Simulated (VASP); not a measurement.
Write the native input for VASP 6.6.1 that does the following.

```yaml
Task: single point
Functional: PBEsol
Potentials_or_basis: VASP PAW PBE potentials, release 64 (Pb_d)
Cutoff: 520 eV
k_mesh: 9 × 9 × 5
Occupations: fermi-dirac, width 0.05 eV
Spin: no spin polarisation
Dipole_correction: no
Further_INCAR_settings: ALGO = Normal; EDIFF = 1e-06; NBANDS = 21
```

The structure of Pb lies in POSCAR:

```
Pb
1.0
    2.8546540287     -1.6623407417     -0.5027287561
    2.8546540287      1.6623407417     -0.5027287561
   -2.9958330627      0.0000000000      5.9961560643
Pb
2
Direct
    1.0000132200      1.0000132200      0.7499979429
   -0.0000132200     -0.0000132200      0.2500020571
```

The input as run:

INCAR

```
PREC = Accurate
ENCUT = 520
EDIFF = 1E-6
ISMEAR = -1
SIGMA = 0.05
LREAL = False
LASPH = True
NELM = 80
ALGO = Normal
ISIF = 2
LWAVE = False
LCHARG = True
GGA = PS
LELF = True
LVHAR = True
NBANDS = 21
```

KPOINTS

```
regular mesh
0
Gamma
  9 9 5
```

Potentials or basis: VASP PAW PBE potentials, release 64 (Pb_d).

Run with:

```console
$ cat potpaw_PBE.64/Pb_d/POTCAR > POTCAR
$ mpirun -np 1 vasp_std > vasp.out
```

Results of the run:

```json
{
  "Pressure": "9.9 GPa",
  "Band gap on the k mesh": "zero (bands 14 and 15 overlap by 8.28 eV)"
}
```

Caveat: the cell stands under pressure; the PAW data sets were made with another functional, which shifts forces and pressure a little; spin-orbit coupling is left out, which moves the levels of the heavy elements.

It took 2.2 min on 1 thread of AMD EPYC 7R43 64-Core Processor (Zen 3) (shared host), peak memory 0.22 GiB.
